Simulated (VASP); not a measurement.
NaPbI3:

```
Na Pb I
1.0
     6.31705    0.00000    0.00000
     0.00000    6.31705    0.00000
     0.00000    0.00000    6.12754
Na Pb I
1 1 3
Direct
  0.00000 0.00000 0.00000
  0.50000 0.50000 0.50000
  0.50000 0.50000 0.00000
  0.50000 0.00000 0.50000
  0.00000 0.50000 0.50000
```

This cell differs from its parent crystal: uniaxial z strain -3.0%.

Base run:

* Program: VASP 6.6.1
* Functional: PBE
* Potentials or basis: VASP PAW PBE potentials, release 64 (Na_pv, Pb_d, I)
* Cutoff: 520 eV
* k mesh: 4 × 4 × 4
* Occupations: fermi-dirac, width 0.02 eV
* Spin: no spin polarisation

Its results: band gap on the k mesh 1.19 eV, direct; pressure 0.8 GPa.

The run is repeated on the same cell with these changes: functional from PBE to r2SCAN; occupations from fermi-dirac, width 0.02 eV to gaussian, width 0.01 eV. What comes out?

Band gap on the k mesh 1.49 eV, direct; pressure 0.6 GPa.

Caveats: spin-orbit coupling is left out, which moves the levels of the heavy elements; the PAW data sets were made with another functional, which shifts forces and pressure a little (some runs).

A k mesh can miss the band edges.
